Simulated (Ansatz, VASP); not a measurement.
# One calculation of TiO2, two programs

The input INCAR:

```
SYSTEM = TiO2
PREC     = Accurate       ! precision mode
ENCUT    = 520            ! plane-wave cutoff, eV
EDIFF    = 1E-7           ! SCF threshold, eV
ISMEAR   = 0              ! smearing method
SIGMA    = 0.02           ! smearing width, eV
LREAL    = .FALSE.        ! projectors in reciprocal space
LASPH    = .TRUE.         ! aspherical terms in the spheres
NELM     = 150            ! most SCF steps
ALGO     = Normal         ! electronic algorithm
ISIF     = 2              ! what is computed and relaxed
LWAVE    = .FALSE.        ! write WAVECAR
LCHARG   = .FALSE.        ! write CHGCAR
LMAXMIX  = 4              ! l up to which the mixer works
LDAU     = .TRUE.         ! DFT+U
LDAUTYPE = 2            
LDAUL    = 2 -1           ! shell
LDAUU    = 4 0            ! U, eV
LDAUJ    = 0 0          
LDAUPRINT= 1            
GGA      = PE             ! functional
NBANDS   = 60             ! bands
```

File KPOINTS:

```
regular mesh
0
G
  6 6 4
  0 0 0
```

File POSCAR:

```
TiO2
1.0
    3.8180006865      0.0000000000      0.0000000000
    0.0000000000      3.8180006865      0.0000000000
    0.0000000000      0.0000000000      9.7751129046
Ti O
4 8
Direct
    0.0000000000      0.0000000000      0.0000000000
    0.0000000000      0.5000000000      0.2500000000
    0.5000000000      0.5000000000      0.5000000000
    0.5000000000      0.0000000000      0.7500000000
    0.0000000000      0.5000000000      0.4552981748
    0.0000000000      0.0000000000      0.2052981748
    0.0000000000      0.5000000000      0.0447018252
    0.5000000000      0.5000000000      0.2947018252
    0.5000000000      0.0000000000      0.9552981748
    0.5000000000      0.5000000000      0.7052981748
    0.5000000000      0.0000000000      0.5447018252
    0.0000000000      0.0000000000      0.7947018252
```

Input for Ansatz:

```yaml
crystal:
  lattice:
    - [3.818000726, 0.0, 0.0]
    - [0.0, 3.818000726, 0.0]
    - [0.0, 0.0, 9.7751128802]
  atoms:
    - { symbol: Ti, position: [0.0, 0.0, 0.0] }
    - { symbol: Ti, position: [0.0, 0.5, 0.25] }
    - { symbol: Ti, position: [0.5, 0.5, 0.5] }
    - { symbol: Ti, position: [0.5, 0.0, 0.75] }
    - { symbol: O, position: [0.0, 0.5, 0.4552981746] }
    - { symbol: O, position: [0.0, 0.0, 0.2052981746] }
    - { symbol: O, position: [0.0, 0.5, 0.0447018254] }
    - { symbol: O, position: [0.5, 0.5, 0.2947018254] }
    - { symbol: O, position: [0.5, 0.0, 0.9552981746] }
    - { symbol: O, position: [0.5, 0.5, 0.7052981746] }
    - { symbol: O, position: [0.5, 0.0, 0.5447018254] }
    - { symbol: O, position: [0.0, 0.0, 0.7947018254] }
basis:
  ecutwfc: 420
kpoints:
  mp_grid: { grid: [6, 6, 4] }
hamiltonian:
  xc: pbe
  hubbard: { sites: [{ species: Ti, l: d, u_eff: 4.0 }] }
scf:
  occupations: { method: gaussian, width: 0.02 }
output:
  forces: true
  stress: true
  eigenvalues: true
  write_density: true
  write_potential: true
  elf: true
  volumetric_format: npy
```

Alike in both runs: task single point; functional PBE; k mesh 6 × 6 × 4; occupations gaussian, width 0.02 eV; no spin polarisation; Hubbard terms Ti d U = 4.0 eV.

```csv
,VASP,Ansatz
version,VASP 6.6.1,Ansatz 0.2.0
potentials or method,"VASP PAW PBE potentials, release 64 (Ti_sv, O), cutoff 520 eV","scalar-relativistic, plane waves, PAW"
valence electrons in the cell,96,96
```

Ansatz gave:

* gap on the k mesh at the Fermi level (eV): 2.68
* least direct gap on the mesh (eV): 2.73
* pressure (GPa): 0.0
* traceless stress, the component that is largest in VASP (GPa): 0.02
* rms of the force components (eV/Å): 0.000

**Question.** Estimate VASP's values.

**Answer.** gap on the k mesh at the Fermi level (eV): 2.72; least direct gap on the mesh (eV): 2.76; pressure (GPa): 4.2; traceless stress, the component that is largest in VASP (GPa): -0.60; rms of the force components (eV/Å): 0.070.

The programs project onto different local orbitals, so the same U acts differently, and such runs can settle in different states. Atom by atom the forces differ by 0.071 eV/Å (rms over components).
